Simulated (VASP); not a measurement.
# F2CH2 in VASP: single point with PBE+D3(BJ)

Aim: the single point of F2CH2 with PBE+D3(BJ).

Everything below comes from runs of VASP 6.6.1. Logs are shortened: lines on timing, memory, paths and dates and some standing lists are left out, and cuts for length are marked.

**1. The cell of the first run**

The cell holds a molecule in a box, 5 atoms: a = 6.371 Å, b = 5.110 Å, c = 26.154 Å, α = 90.00°, β = 90.00°, γ = 90.00°.

**2. Single point, PBE+D3(BJ)**

The input, INCAR:

```
SYSTEM = H2CF2
  PREC = Accurate
  ENCUT = 520
  EDIFF = 1E-6
  ISMEAR = 0
  SIGMA = 0.1
  LREAL = .FALSE.
  LASPH = .TRUE.
  NELM = 80
  ALGO = Normal
  ISIF = 2
  LWAVE = .FALSE.
  LCHARG = .FALSE.
  LDIPOL = .TRUE.
  IDIPOL = 3
  DIPOL = 0.5 0.5 0.666
  GGA = PE
  IVDW = 12
  NBANDS = 18
```

The input, KPOINTS:

```
Automatic mesh
0
G
  3 4 1
  0 0 0
```

The input, POSCAR:

```
H2CF2
1.0
    6.3710095759      0.0000000000      0.0000000000
    0.0000000000      5.1100856935      0.0000000000
    0.0000000000      0.0000000000     26.1537321639
F C H
2 1 2
Direct
   -0.2419954390     -0.0405151505      0.7162022267
   -0.2477847739      0.1766630730      0.6423988558
   -0.2435269861     -0.0792617215      0.6650930877
   -0.3878935474     -0.1779276630      0.6525075959
   -0.0976104670     -0.1720578495      0.6518215611
```

Potentials or basis: VASP PAW PBE potentials, release 64 (F, C, H).

Run with:

```bash
$ cat potpaw_PBE.64/F/POTCAR potpaw_PBE.64/C/POTCAR potpaw_PBE.64/H/POTCAR > POTCAR
$ mpirun -np 1 vasp_std > vasp.out
```

OUTCAR:

```text
SYSTEM = H2CF2
   PREC = Accurate
   ENCUT = 520
   EDIFF = 1E-6
   ISMEAR = 0
   LREAL = .FALSE.
   LASPH = .TRUE.
   NELM = 80
   ISIF = 2
   GGA = PE
   IVDW = 12
 IVDW          = 12

 ion  position               nearest neighbor table
   1  0.758  0.959  0.716-   3 1.35
   2  0.752  0.177  0.642-   3 1.44
   3  0.756  0.921  0.665-   4 1.10   5 1.10   1 1.35   2 1.44
   4  0.612  0.822  0.653-   3 1.10
   5  0.902  0.828  0.652-   3 1.10

  LATTYP: Found a simple orthorhombic cell.
 ALAT       =     5.1100856935
 B/A-ratio  =     1.2467520034
 C/A-ratio  =     5.1180613658

  Lattice vectors:

 A1 = (   0.0000000000,  -5.1100856935,   0.0000000000)
 A2 = (   6.3710095759,   0.0000000000,   0.0000000000)
 A3 = (   0.0000000000,   0.0000000000,  26.1537321639)

Analysis of symmetry for initial positions (statically):
=====================================================================
 Subroutine PRICEL returns:
 Original cell was already a primitive cell.

 Routine SETGRP: Setting up the symmetry group for a
 simple orthorhombic supercell.

 Subroutine GETGRP returns: Found  1 space group operations
 (whereof  1 operations were pure point group operations)
 out of a pool of  8 trial point group operations.

The static configuration has the point symmetry C_1 .

Analysis of symmetry for dynamics (positions and initial velocities):
=====================================================================
 Subroutine PRICEL returns:
 Original cell was already a primitive cell.

 Routine SETGRP: Setting up the symmetry group for a
 simple orthorhombic supercell.

 Subroutine GETGRP returns: Found  1 space group operations
 (whereof  1 operations were pure point group operations)
 out of a pool of  8 trial point group operations.

The dynamic configuration has the point symmetry C_1 .

 Subroutine INISYM returns: Found  1 space group operations
 (whereof  1 operations are pure point group operations),
 and found     1 'primitive' translations

----------------------------------------------------------------------------------------

                                     Primitive cell

  volume of cell :     851.4715

  direct lattice vectors                    reciprocal lattice vectors
     6.371009576  0.000000000  0.000000000     0.156960995  0.000000000  0.000000000
     0.000000000  5.110085694  0.000000000     0.000000000  0.195691435  0.000000000
     0.000000000  0.000000000 26.153732164     0.000000000  0.000000000  0.038235461

  length of vectors
     6.371009576  5.110085694 26.153732164     0.156960995  0.195691435  0.038235461

  position of ions in fractional coordinates (direct lattice)
     0.758004561  0.959484850  0.716202227
     0.752215226  0.176663073  0.642398856
     0.756473014  0.920738278  0.665093088
     0.612106453  0.822072337  0.652507596
     0.902389533  0.827942151  0.651821561

  ion indices of the primitive-cell ions
   primitive index   ion index
                 1           1
                 2           2
                 3           3
                 4           4
                 5           5

----------------------------------------------------------------------------------------

 KPOINTS: Automatic mesh

Automatic generation of k-mesh.
 Grid dimensions read from file:
 generate k-points for:    3    4    1

 Generating k-lattice:

  Cartesian coordinates                     Fractional coordinates (reciprocal lattice)
     0.052320332  0.000000000  0.000000000     0.333333333  0.000000000  0.000000000
     0.000000000  0.048922859  0.000000000     0.000000000  0.250000000  0.000000000
     0.000000000  0.000000000  0.038235461     0.000000000  0.000000000  1.000000000

  Length of vectors
     0.052320332  0.048922859  0.038235461

  Shift w.r.t. Gamma in fractional coordinates (k-lattice)
     0.000000000  0.000000000  0.000000000

 Subroutine IBZKPT returns following result:
 ===========================================

 Found      7 irreducible k-points:

 Following reciprocal coordinates:
            Coordinates               Weight
  0.000000  0.000000  0.000000      1.000000
  0.333333  0.000000  0.000000      2.000000
  0.000000  0.250000  0.000000      2.000000
  0.333333  0.250000  0.000000      2.000000
 -0.333333  0.250000  0.000000      2.000000
  0.000000  0.500000  0.000000      1.000000
  0.333333  0.500000  0.000000      2.000000
   k-points           NKPTS =      7   k-points in BZ     NKDIM =      7   number of bands    NBANDS=     18
   number of dos      NEDOS =    301   number of ions     NIONS =      5
   total plane-waves  NPLWV = 376320
   dimension x,y,z NGX =    48 NGY =   40 NGZ =  196
   dimension x,y,z NGXF=    96 NGYF=   80 NGZF=  392
   ions per type =               2   1   2
   NGX,Y,Z   is equivalent  to a cutoff of  12.53, 13.01, 12.46 a.u.
   NGXF,Y,Z  is equivalent  to a cutoff of  25.05, 26.03, 24.92 a.u.
 SYSTEM =  H2CF2
   PREC   = accura    normal or accurate (medium, high low for compatibility)
   ISTART =      0    job   : 0-new  1-cont  2-samecut
   ICHARG =      2    charge: 1-file 2-atom 10-const
   ISPIN  =      1    spin polarized calculation?
   LNONCOLLINEAR =      F non collinear calculations
   LSORBIT =      F    spin-orbit coupling
   LASPH  =      T    aspherical Exc in radial PAW
   ENCUT  =  520.0 eV  38.22 Ry    6.18 a.u.  11.85  9.50 48.63*2*pi/ulx,y,z
   NELM   =     80;   NELMIN=  2; NELMDL= -5     # of ELM steps
   EDIFF  = 0.1E-05   stopping-criterion for ELM
   LREAL  =      F    real-space projection
   EDIFFG = 0.1E-04   stopping-criterion for IOM
   NSW    =      0    number of steps for IOM
   IBRION =     -1    ionic relax: 0-MD 1-quasi-New 2-CG
   NFREE  =      0    steps in history (QN), initial steepest desc. (CG)
   ISIF   =      2    stress and relaxation
   ISYM   =      2    0-nonsym 1-usesym 2-fastsym
   POTIM  = 0.5000    time-step for ionic-motion
   TEBEG  =    0.0;   TEEND  =   0.0 temperature during run
   PSTRESS=    0.0 pullay stress
   NELECT =      20.0000    total number of electrons
   NUPDOWN=      -1.0000    fix difference up-down
   EMIN   =  10.00;   EMAX   =-10.00  energy-range for DOS
   EFERMI =   0.00;   METHOD = LEGACY
   ISMEAR =     0;   SIGMA  =   0.10  broadening in eV -4-tet -1-fermi 0-gaus
   EFERMI_NEDOS =   21; number of points for ismear=-14 and -15
   IALGO  =     38    algorithm
   IMIX   =      4    mixing-type and parameters
     AMIX     =   0.40;   BMIX     =  1.00
     AMIX_MAG =   1.60;   BMIX_MAG =  1.00
  volume/ion in A,a.u.               =     170.29      1149.20
  Fermi-wavevector in a.u.,A,eV,Ry     =   0.468844  0.885986  2.990757  0.219814
  Thomas-Fermi vector in A             =   1.460051
   LORBIT       =      0    0 simple, 1 ext, 2 COOP (PROOUT), +10 PAW based schemes
   GGA     = PE    functional components
   LHFCALC =     F    Hartree Fock is set to
   AEXX    =    0.0000 exact exchange contribution
   IVDW    =    12    specifies the selected vdW correction
   LEPSILON=     F    determine dielectric tensor
   LRPA    =     F    only Hartree local field effects (RPA)
 non-spin polarized calculation
 Gauss-broadening in eV      SIGMA  =   0.10
  energy-cutoff  :      520.00
  volume of cell :      851.47
 maximum number of plane-waves:     23004
   NGX = 23   NGY = 19   NGZ = 97

 number of electron      19.9999998 magnetization

 dipolmoment           0.000000      0.000000      0.126426 electrons x Angstroem

 Free energy of the ion-electron system (eV)
  ---------------------------------------------------
  ext. energy  EPLUGINS =         0.00000000
  ---------------------------------------------------
  free energy    TOTEN  =       -24.38915192 eV

  energy without entropy =      -24.38915192  energy(sigma->0) =      -24.38915192

 E-fermi :  -7.5742     XC(G=0):  -0.8632

 val. band max:       -8.1038083137   @ k =   0.0000   0.0000   0.0000
 cond. band min:      -1.0234359104   @ k =   0.0000   0.0000   0.0000
 fundamental gap:      7.0803724033
 Fermi energy:        -7.5741925180

 k-point     1 :       0.0000    0.0000    0.0000
  band No.  band energies     occupation
      1     -31.2956      2.00000
      2     -29.5212      2.00000
      3     -17.3889      2.00000
      4     -13.2382      2.00000
      5     -13.1644      2.00000
      6     -12.9505      2.00000
      7      -9.8475      2.00000
      8      -9.7221      2.00000
      9      -9.2313      2.00000
     10      -8.1038      2.00000
     11      -1.0234      0.00000
     12      -0.2160      0.00000
     13       0.1550      0.00000
     14       0.7018      0.00000
     15       0.8460      0.00000
     16       1.3612      0.00000
     17       1.6755      0.00000
     18       1.8776      0.00000

 k-point     2 :       0.3333    0.0000    0.0000
  band No.  band energies     occupation
      1     -31.2957      2.00000
      2     -29.5213      2.00000
      3     -17.3885      2.00000
      4     -13.2376      2.00000
      5     -13.1685      2.00000
      6     -12.9501      2.00000
      7      -9.8457      2.00000
      8      -9.7235      2.00000
      9      -9.2311      2.00000
     10      -8.1090      2.00000
     11      -0.6066      0.00000
     12       0.0930      0.00000
     13       0.5456      0.00000
     14       0.7093      0.00000
     15       1.0469      0.00000
     16       1.3146      0.00000
     17       1.4687      0.00000
     18       1.6703      0.00000

 k-point     3 :       0.0000    0.2500    0.0000
  band No.  band energies     occupation
      1     -31.2950      2.00000
      2     -29.5213      2.00000
      3     -17.4110      2.00000
      4     -13.2550      2.00000
      5     -13.1565      2.00000
      6     -12.9095      2.00000
      7      -9.8055      2.00000
      8      -9.7196      2.00000
      9      -9.2193      2.00000
     10      -8.1334      2.00000
     11      -0.7916      0.00000
     12       0.0744      0.00000
     13       0.4901      0.00000
     14       0.8015      0.00000
     15       1.0766      0.00000
     16       1.1991      0.00000
     17       1.8354      0.00000
     18       2.0610      0.00000

 k-point     4 :       0.3333    0.2500    0.0000
  band No.  band energies     occupation
      1     -31.2951      2.00000
      2     -29.5214      2.00000
      3     -17.4106      2.00000
      4     -13.2544      2.00000
      5     -13.1606      2.00000
      6     -12.9092      2.00000
      7      -9.8039      2.00000
      8      -9.7209      2.00000
      9      -9.2191      2.00000
     10      -8.1396      2.00000
     11      -0.3643      0.00000
     12       0.3135      0.00000
     13       0.7280      0.00000
     14       0.9134      0.00000
     15       1.3042      0.00000
     16       1.5020      0.00000
     17       1.6589      0.00000
     18       1.8717      0.00000

 k-point     5 :      -0.3333    0.2500    0.0000
  band No.  band energies     occupation
      1     -31.2951      2.00000
      2     -29.5214      2.00000
      3     -17.4106      2.00000
      4     -13.2544      2.00000
      5     -13.1605      2.00000
      6     -12.9092      2.00000
      7      -9.8039      2.00000
      8      -9.7209      2.00000
      9      -9.2191      2.00000
     10      -8.1396      2.00000
     11      -0.3778      0.00000
     12       0.3205      0.00000
     13       0.7410      0.00000
     14       0.9140      0.00000
     15       1.2939      0.00000
     16       1.5022      0.00000
     17       1.6624      0.00000
     18       1.8819      0.00000

 k-point     6 :       0.0000    0.5000    0.0000
  band No.  band energies     occupation
      1     -31.2945      2.00000
      2     -29.5215      2.00000
      3     -17.4328      2.00000
      4     -13.2675      2.00000
      5     -13.1487      2.00000
      6     -12.8740      2.00000
      7      -9.7625      2.00000
      8      -9.7171      2.00000
      9      -9.2060      2.00000
     10      -8.1630      2.00000
     11      -0.3081      0.00000
     12      -0.0083      0.00000
     13       0.6721      0.00000
     14       1.4289      0.00000
     15       1.5363      0.00000
     16       1.7080      0.00000
     17       1.8521      0.00000
     18       2.1224      0.00000

 k-point     7 :       0.3333    0.5000    0.0000
  band No.  band energies     occupation
      1     -31.2944      2.00000
      2     -29.5214      2.00000
      3     -17.4323      2.00000
      4     -13.2669      2.00000
      5     -13.1525      2.00000
      6     -12.8737      2.00000
      7      -9.7611      2.00000
      8      -9.7183      2.00000
      9      -9.2058      2.00000
     10      -8.1700      2.00000
     11      -0.0717      0.00000
     12       0.4404      0.00000
     13       0.9245      0.00000
     14       1.4762      0.00000
     15       1.8425      0.00000
     16       1.8918      0.00000
     17       1.9567      0.00000
     18       2.1512      0.00000

------------------------ aborting loop because EDIFF is reached ----------------------------------------

 vacuum level on the upper side and lower side of the slab       (xc-potential included)         0.339        -0.349

 Edisp (eV)   -0.05076

 E8    (eV) :    -0.0123

  FORCE on cell =-STRESS in cart. coord.  units (eV):
  Direction    XX          YY          ZZ          XY          YZ          ZX
  --------------------------------------------------------------------------------------
  -------------------------------------------------------------------------------------
  Total      -0.19952    -1.42994     0.25311     0.02527     0.20481     0.00463
  in kB      -0.37544    -2.69067     0.47627     0.04756     0.38539     0.00871
  external pressure =       -0.86 kB  Pullay stress =        0.00 kB

 VOLUME and BASIS-vectors are now :
 -----------------------------------------------------------------------------
  energy-cutoff  :      520.00
  volume of cell :      851.47
      direct lattice vectors                 reciprocal lattice vectors
     6.371009576  0.000000000  0.000000000     0.156960995  0.000000000  0.000000000
     0.000000000  5.110085694  0.000000000     0.000000000  0.195691435  0.000000000
     0.000000000  0.000000000 26.153732164     0.000000000  0.000000000  0.038235461

 POSITION                                       TOTAL-FORCE (eV/Angst)
 -----------------------------------------------------------------------------------
      4.82925      4.90305     18.73136         0.007522     -0.241117      0.458988
      4.79237      0.90276     16.80113         0.018350     -0.816483      0.194405
      4.81950      4.70505     17.39467        -0.020102      1.188111     -1.008529
      3.89974      4.20086     17.06551         0.035725     -0.068870      0.175516
      5.74913      4.23086     17.04757        -0.041496     -0.061641      0.179620
 -----------------------------------------------------------------------------------
    total drift:                               -0.000401      0.000417     -0.003193

  FREE ENERGIE OF THE ION-ELECTRON SYSTEM (eV)
  ---------------------------------------------------
  free  energy   TOTEN  =       -24.4399108485 eV

  energy  without entropy=      -24.4399108485  energy(sigma->0) =      -24.43991085

 vacuum level on the upper side and lower side of the slab         0.667        -0.036
```

Run time: 3.8 min. Hardware: 1 thread of AMD EPYC 7R43 (Zen 3), shared host; peak memory 0.75 GiB.

Results:

```yaml
Free_energy: -24.4399 eV
Largest_force: 1.559 eV/Å
Gap_between_the_frontier_levels: 7.08 eV, direct
Dispersion_energy_per_atom: -0.010 eV
```

Forces in eV/Å, atoms in the order of the input:
```
F    0.008 -0.241  0.459
F    0.018 -0.816  0.194
C   -0.020  1.188 -1.009
H    0.036 -0.069  0.176
H   -0.041 -0.062  0.180
```

Levels at points of the mesh, in eV from the valence-band top:
```csv
k point,band 6,band 7,band 8,band 9,band 10,band 11,band 12,band 13,band 14,band 15
"(0.00, 0.00, 0.00)",-4.85,-1.74,-1.62,-1.13,0.00,7.08,7.89,8.26,8.81,8.95
"(0.00, 0.50, 0.00)",-4.77,-1.66,-1.61,-1.10,-0.06,7.80,8.10,8.78,9.53,9.64
```
